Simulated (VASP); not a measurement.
# PtSe2 (Sudovikovite) (P-3m1) in VASP: a series of runs

PtSe2 (Sudovikovite) is run at these levels: PBE+D3(BJ); tasks: relaxation of shape and atoms at fixed volume.

All numbers are computed with VASP 6.6.1; they aren't measurements. Logs are shortened: lines on timing, memory, paths and dates and some standing lists are left out, and cuts for length are marked.

## (1) The cell of the first run

Symmetry: P-3m1, No. 164, trigonal system. Conventional cell: a = 3.809 Å, b = 3.809 Å, c = 4.871 Å, α = 90.00°, β = 90.00°, γ = 120.00°. Within 3.4 Å of Pt (site symmetry -3m) lie 6 Se at 2.55 Å. Se (site symmetry 3m) has 3 Pt at 2.55 Å and 6 Se at 3.17 to 3.39 Å within 3.4 Å.

## (2) Relaxation of shape and atoms at fixed volume, PBE+D3(BJ) (volume scaled by 1.03)

File INCAR:

```
PREC = Accurate
ENCUT = 600
EDIFF = 1E-6
ISMEAR = 0
SIGMA = 0.1
LREAL = False
LASPH = True
NELM = 60
ALGO = Normal
ISIF = 4
LWAVE = False
LCHARG = False
GGA = PE
IVDW = 12
IBRION = 2
NSW = 50
EDIFFG = -0.01
```

File KPOINTS:

```
regular mesh
0
Gamma
  15 15 10
```

File POSCAR:

```
PtSe2
1.0
    3.8088007279      0.0000000000      0.0000000000
   -1.9044003640      3.2985181883      0.0000000000
    0.0000000000      0.0000000000      4.8710654703
Pt Se
1 2
Direct
    0.0000000000      0.0000000000      0.0000000000
    0.3333333333      0.6666666667      0.2654558731
    0.6666666667      0.3333333333      0.7345441269
```

Potentials or basis: VASP PAW PBE potentials, release 64 (Pt, Se).

Started as:

```bash
cat potpaw_PBE.64/Pt/POTCAR potpaw_PBE.64/Se/POTCAR > POTCAR
mpirun -np 1 vasp_std > vasp.out
```

OUTCAR:

```text
PREC = Accurate
   ENCUT = 600
   EDIFF = 1E-6
   ISMEAR = 0
   LREAL = False
   LASPH = True
   NELM = 60
   ISIF = 4
   GGA = PE
   IVDW = 12
   IBRION = 2
   NSW = 50
   EDIFFG = -0.01
 IVDW          = 12

 ion  position               nearest neighbor table
   1  0.000  0.000  0.000-   2 2.55   3 2.55   3 2.55   2 2.55   3 2.55   2 2.55
   2  0.333  0.667  0.265-   1 2.55   1 2.55   1 2.55
   3  0.667  0.333  0.735-   1 2.55   1 2.55   1 2.55

  LATTYP: Found a hexagonal cell.
 ALAT       =     3.8088007279
 C/A-ratio  =     1.2788974321

  Lattice vectors:

 A1 = (   3.8088007279,   0.0000000000,   0.0000000000)
 A2 = (  -1.9044003640,   3.2985181883,   0.0000000000)
 A3 = (   0.0000000000,   0.0000000000,   4.8710654703)

Analysis of symmetry for initial positions (statically):
=====================================================================
 Subroutine PRICEL returns:
 Original cell was already a primitive cell.

 Routine SETGRP: Setting up the symmetry group for a
 hexagonal supercell.

 Subroutine GETGRP returns: Found 12 space group operations
 (whereof 12 operations were pure point group operations)
 out of a pool of 24 trial point group operations.

The static configuration has the point symmetry D_3d.

Analysis of symmetry for dynamics (positions and initial velocities):
=====================================================================
 Subroutine PRICEL returns:
 Original cell was already a primitive cell.

 Routine SETGRP: Setting up the symmetry group for a
 hexagonal supercell.

 Subroutine GETGRP returns: Found 12 space group operations
 (whereof 12 operations were pure point group operations)
 out of a pool of 24 trial point group operations.

The dynamic configuration has the point symmetry D_3d.

 Subroutine INISYM returns: Found 12 space group operations
 (whereof 12 operations are pure point group operations),
 and found     1 'primitive' translations

----------------------------------------------------------------------------------------

                                     Primitive cell

  volume of cell :      61.1971

  direct lattice vectors                    reciprocal lattice vectors
     3.808800728  0.000000000  0.000000000     0.262549834  0.151583218  0.000000000
    -1.904400364  3.298518188  0.000000000     0.000000000  0.303166435  0.000000000
     0.000000000  0.000000000  4.871065470     0.000000000  0.000000000  0.205293894

  length of vectors
     3.808800728  3.808800728  4.871065470     0.303166435  0.303166435  0.205293894

  position of ions in fractional coordinates (direct lattice)
     0.000000000  0.000000000  0.000000000
     0.333333333  0.666666667  0.265455873
     0.666666667  0.333333333  0.734544127

  ion indices of the primitive-cell ions
   primitive index   ion index
                 1           1
                 2           2
                 3           3

----------------------------------------------------------------------------------------

 KPOINTS: regular mesh

Automatic generation of k-mesh.
 Grid dimensions read from file:
 generate k-points for:   15   15   10

 Generating k-lattice:

  Cartesian coordinates                     Fractional coordinates (reciprocal lattice)
     0.017503322  0.010105548  0.000000000     0.066666667  0.000000000  0.000000000
     0.000000000  0.020211096  0.000000000     0.000000000  0.066666667  0.000000000
     0.000000000  0.000000000  0.020529389     0.000000000  0.000000000  0.100000000

  Length of vectors
     0.020211096  0.020211096  0.020529389

  Shift w.r.t. Gamma in fractional coordinates (k-lattice)
     0.000000000  0.000000000  0.000000000

 Subroutine IBZKPT returns following result:
 ===========================================

 Found    238 irreducible k-points:

 Following reciprocal coordinates:
            Coordinates               Weight
  0.000000  0.000000  0.000000      1.000000
  0.066667  0.000000  0.000000      6.000000
  0.133333  0.000000  0.000000      6.000000
  0.200000  0.000000  0.000000      6.000000
  0.266667  0.000000  0.000000      6.000000
  0.333333  0.000000  0.000000      6.000000
[... 16 lines left out ...]
  0.333333  0.200000  0.000000     12.000000
  0.400000  0.200000  0.000000      6.000000
 [... further k-points ...]
   k-points           NKPTS =    238   k-points in BZ     NKDIM =    238   number of bands    NBANDS=     15
   number of dos      NEDOS =    301   number of ions     NIONS =      3
   total plane-waves  NPLWV =  36000
   dimension x,y,z NGX =    30 NGY =   30 NGZ =   40
   dimension x,y,z NGXF=    60 NGYF=   60 NGZF=   80
   ions per type =               1   2
   NGX,Y,Z   is equivalent  to a cutoff of  13.09, 13.09, 13.65 a.u.
   NGXF,Y,Z  is equivalent  to a cutoff of  26.19, 26.19, 27.30 a.u.
 SYSTEM =  unknown system
   PREC   = accura    normal or accurate (medium, high low for compatibility)
   ISTART =      0    job   : 0-new  1-cont  2-samecut
   ICHARG =      2    charge: 1-file 2-atom 10-const
   ISPIN  =      1    spin polarized calculation?
   LNONCOLLINEAR =      F non collinear calculations
   LSORBIT =      F    spin-orbit coupling
   LASPH  =      T    aspherical Exc in radial PAW
   ENCUT  =  600.0 eV  44.10 Ry    6.64 a.u.   7.61  7.61  9.73*2*pi/ulx,y,z
   NELM   =     60;   NELMIN=  2; NELMDL= -5     # of ELM steps
   EDIFF  = 0.1E-05   stopping-criterion for ELM
   LREAL  =      F    real-space projection
   EDIFFG = -.1E-01   stopping-criterion for IOM
   NSW    =     50    number of steps for IOM
   IBRION =      2    ionic relax: 0-MD 1-quasi-New 2-CG
   NFREE  =      1    steps in history (QN), initial steepest desc. (CG)
   ISIF   =      4    stress and relaxation
   ISYM   =      2    0-nonsym 1-usesym 2-fastsym
   POTIM  = 0.5000    time-step for ionic-motion
   TEBEG  =    0.0;   TEEND  =   0.0 temperature during run
   PSTRESS=    0.0 pullay stress
   NELECT =      22.0000    total number of electrons
   NUPDOWN=      -1.0000    fix difference up-down
   EMIN   =  10.00;   EMAX   =-10.00  energy-range for DOS
   EFERMI =   0.00;   METHOD = LEGACY
   ISMEAR =     0;   SIGMA  =   0.10  broadening in eV -4-tet -1-fermi 0-gaus
   EFERMI_NEDOS =   21; number of points for ismear=-14 and -15
   IALGO  =     38    algorithm
   IMIX   =      4    mixing-type and parameters
     AMIX     =   0.40;   BMIX     =  1.00
     AMIX_MAG =   1.60;   BMIX_MAG =  1.00
  volume/ion in A,a.u.               =      20.40       137.66
  Fermi-wavevector in a.u.,A,eV,Ry     =   1.164051  2.199738 18.436096  1.355015
  Thomas-Fermi vector in A             =   2.300594
   LORBIT       =      0    0 simple, 1 ext, 2 COOP (PROOUT), +10 PAW based schemes
   GGA     = PE    functional components
   LHFCALC =     F    Hartree Fock is set to
   AEXX    =    0.0000 exact exchange contribution
   IVDW    =    12    specifies the selected vdW correction
   LEPSILON=     F    determine dielectric tensor
   LRPA    =     F    only Hartree local field effects (RPA)
 conjugate gradient relaxation of ions
 non-spin polarized calculation
 Gauss-broadening in eV      SIGMA  =   0.10
  energy-cutoff  :      600.00
  volume of cell :       61.20
 maximum number of plane-waves:      2065
   NGX = 15   NGY = 15   NGZ = 19

--------------------------------------- Ionic step        1  -------------------------------------------

 number of electron      22.0000000 magnetization

 Free energy of the ion-electron system (eV)
  ---------------------------------------------------
  ext. energy  EPLUGINS =         0.00000000
  ---------------------------------------------------
  free energy    TOTEN  =       -14.22150153 eV

  energy without entropy =      -14.21760889  energy(sigma->0) =      -14.21955521

------------------------ aborting loop because EDIFF is reached ----------------------------------------

 Edisp (eV)   -1.42637

 E8    (eV) :    -0.6130

  FORCE on cell =-STRESS in cart. coord.  units (eV):
  Direction    XX          YY          ZZ          XY          YZ          ZX
  --------------------------------------------------------------------------------------
  -------------------------------------------------------------------------------------
  Total      -1.49549    -1.49549    -1.06011     0.00000     0.00000     0.00000
  in kB     -39.15279   -39.15279   -27.75424     0.00000     0.00000     0.00000
  external pressure =      -35.35 kB  Pullay stress =        0.00 kB
[... 186 lines left out ...]
  energy  without entropy=      -15.6555548798  energy(sigma->0) =      -15.65737148

--------------------------------------- Ionic step        6  -------------------------------------------

 number of electron      22.0000002 magnetization

 Free energy of the ion-electron system (eV)
  ---------------------------------------------------
  ext. energy  EPLUGINS =         0.00000000
  ---------------------------------------------------
  free energy    TOTEN  =       -14.23461868 eV

  energy without entropy =      -14.23099691  energy(sigma->0) =      -14.23280779

 E-fermi :   6.3487     XC(G=0): -10.6505

 val. band max:        6.3406962861   @ k =  -0.2000  -0.4667   0.1000
 cond. band min:       6.3772095764   @ k =   0.3333   0.2667   0.0000
 fundamental gap:      0.0365132903
 Fermi energy:         6.3486676791

 k-point     1 :       0.0000    0.0000    0.0000
  band No.  band energies     occupation
      1      -9.1285      2.00000
      2      -6.2823      2.00000
      3      -0.6139      2.00000
      4       0.2065      2.00000
      5       0.2065      2.00000
      6       2.5941      2.00000
      7       2.5941      2.00000
      8       3.8971      2.00000
      9       5.3494      2.00000
     10       5.3494      2.00000
     11       6.9959      0.00000
     12       7.5504      0.00000
     13       7.5504      0.00000
     14       9.8581      0.00000
     15      10.3535      0.00000
[... 397 lines left out ...]
 k-point    24 :       0.4000    0.2000    0.0000
  band No.  band energies     occupation
      1      -7.3261      2.00000
      2      -7.1403      2.00000
      3      -0.4733      2.00000
      4       0.5832      2.00000
      5       1.0518      2.00000
      6       1.5856      2.00000
      7       2.0600      2.00000
      8       2.9537      2.00000
      9       3.5088      2.00000
     10       3.8465      2.00000
     11       4.8618      2.00000
     12       6.5024      0.02969
     13       7.1400      0.00000
     14      10.5211      0.00000
     15      13.2099      0.00000

 [... further k-points ...]

------------------------ aborting loop because EDIFF is reached ----------------------------------------

 Edisp (eV)   -1.42466

 E8    (eV) :    -0.6120

  FORCE on cell =-STRESS in cart. coord.  units (eV):
  Direction    XX          YY          ZZ          XY          YZ          ZX
  --------------------------------------------------------------------------------------
  -------------------------------------------------------------------------------------
  Total      -0.55910    -0.55910    -0.56066     0.00000     0.00000     0.00000
  in kB     -14.63758   -14.63758   -14.67844     0.00000     0.00000     0.00000
  external pressure =      -14.65 kB  Pullay stress =        0.00 kB
[... 18 lines left out ...]
  FREE ENERGIE OF THE ION-ELECTRON SYSTEM (eV)
  ---------------------------------------------------
  free  energy   TOTEN  =       -15.6592819328 eV

  energy  without entropy=      -15.6556601632  energy(sigma->0) =      -15.65747105

 reached required accuracy - stopping structural energy minimisation
```

It took 7.4 min on 1 thread of Oxide Virtual Turin-like, shared host; peak memory 0.4 GiB.

What came out:

- Free energy: -15.6593 eV
- Energy gained by relaxing: 3.8 meV/atom
- Ionic steps: 6
- Pressure after relaxing: -1.5 GPa
- Band gap on the k mesh: zero (band 11 reaches 7.00 eV, above the bottom of band 12 at 6.31 eV)
- Dispersion energy per atom: -0.475 eV

The path:
| step | energy change (eV) | largest force (eV/Å) | pressure (GPa) | volume (Å³) |
| --- | --- | --- | --- | --- |
| 1 | 0.0000 | 0.2797 | -3.54 | 61.20 |
| 2 | -0.0075 | 0.1429 | -2.68 | 61.20 |
| 3 | -0.0109 | 0.0139 | -1.68 | 61.20 |
| 4 | -0.0109 | 0.0325 | -1.57 | 61.20 |
| 5 | -0.0113 | 0.0136 | -1.50 | 61.20 |
| 6 | -0.0114 | 0.0015 | -1.47 | 61.20 |

Final structure:
```xyz
3
Lattice="3.7797 0.0000 0.0000 -1.8899 3.2734 0.0000 0.0000 0.0000 4.9463" Properties=species:S:1:pos:R:3 pbc="T T T"
Pt    0.0000    0.0000    0.0000
Se    0.0000    2.1822    1.2844
Se    1.8899    1.0911    3.6619
```

Caveat: the cell differs from its parent crystal (volume scaled by 1.03); spin-orbit coupling is left out, which moves the levels of the heavy elements; pairwise dispersion overbinds metals, which lowers pressure and volume.

## (3) Relaxation of shape and atoms at fixed volume, PBE+D3(BJ) (volume scaled by 1.06)

File INCAR:

```
SYSTEM = PtSe2
ALGO = Normal
EDIFF = 1E-6
EDIFFG = -0.01
ENCUT = 600
GGA = PE
IBRION = 2
ISIF = 4
ISMEAR = 0
IVDW = 12
LASPH = .TRUE.
LCHARG = .FALSE.
LREAL = .FALSE.
LWAVE = .FALSE.
NELM = 100
NSW = 50
PREC = Accurate
SIGMA = 0.1
```

File KPOINTS:

```
k-points
0
G
  15 15 10
  0 0 0
```

File POSCAR:

```
PtSe2
1.0
    3.8167470446      0.0000000000      0.0000000000
   -1.9083735223      3.3053999004      0.0000000000
    0.0000000000      0.0000000000      4.9920894012
Pt Se
1 2
Direct
    0.0000000000      0.0000000000      0.0000000000
    0.3333333333      0.6666666667      0.2596012283
    0.6666666667      0.3333333333      0.7403987717
```

Potentials or basis: VASP PAW PBE potentials, release 64 (Pt, Se).

Started as:

```bash
cat potpaw_PBE.64/Pt/POTCAR potpaw_PBE.64/Se/POTCAR > POTCAR
mpirun -np 1 vasp_std > vasp.out
```

Wall time 10 min (1 thread of Oxide Virtual Turin-like, shared host); peak memory 0.4 GiB.

The run converged. Its results:

| Quantity | Value |
| --- | --- |
| Free energy | -15.6380 eV |
| Energy gained by relaxing | 4.4 meV/atom |
| Ionic steps | 6 |
| Pressure after relaxing | -2.3 GPa |
| Band gap on the k mesh | zero (band 11 reaches 6.49 eV, above the bottom of band 12 at 5.98 eV) |
| Dispersion energy per atom | -0.461 eV |

Step by step:
```
step  energy change (eV)  largest force (eV/Å)  pressure (GPa)  volume (Å³)
   1              0.0000                0.2818           -4.63        62.98
   2             -0.0079                0.1523           -3.78        62.98
   3             -0.0122                0.0150           -2.65        62.98
   4             -0.0122                0.0421           -2.46        62.98
   5             -0.0129                0.0170           -2.37        62.98
   6             -0.0131                0.0009           -2.32        62.98
```

Final structure:
```yaml
crystal:
  lattice:
    - [3.78225, 0.00000, 0.00000]
    - [-1.89113, 3.27553, 0.00000]
    - [0.00000, 0.00000, 5.08357]
  atoms:
    - { symbol: Pt, position: [0.00000, 0.00000, 0.00000] }
    - { symbol: Se, position: [0.33333, 0.66667, 0.25341] }
    - { symbol: Se, position: [0.66667, 0.33333, 0.74659] }
```

Levels at points of the mesh, in eV from the Fermi level:
| k point | band 7 | band 8 | band 9 | band 10 | band 11 | band 12 | band 13 | band 14 | band 15 |
| --- | --- | --- | --- | --- | --- | --- | --- | --- | --- |
| (0.00, 0.00, 0.00) | -3.75 | -2.46 | -1.01 | -1.01 | 0.46 | 1.32 | 1.32 | 3.66 | 3.91 |
| (0.00, 0.00, 0.50) | -3.79 | -2.81 | -1.73 | -1.47 | -1.47 | 2.17 | 2.17 | 4.85 | 6.09 |

Caveat: the cell differs from its parent crystal (volume scaled by 1.06); spin-orbit coupling is left out, which moves the levels of the heavy elements; pairwise dispersion overbinds metals, which lowers pressure and volume.
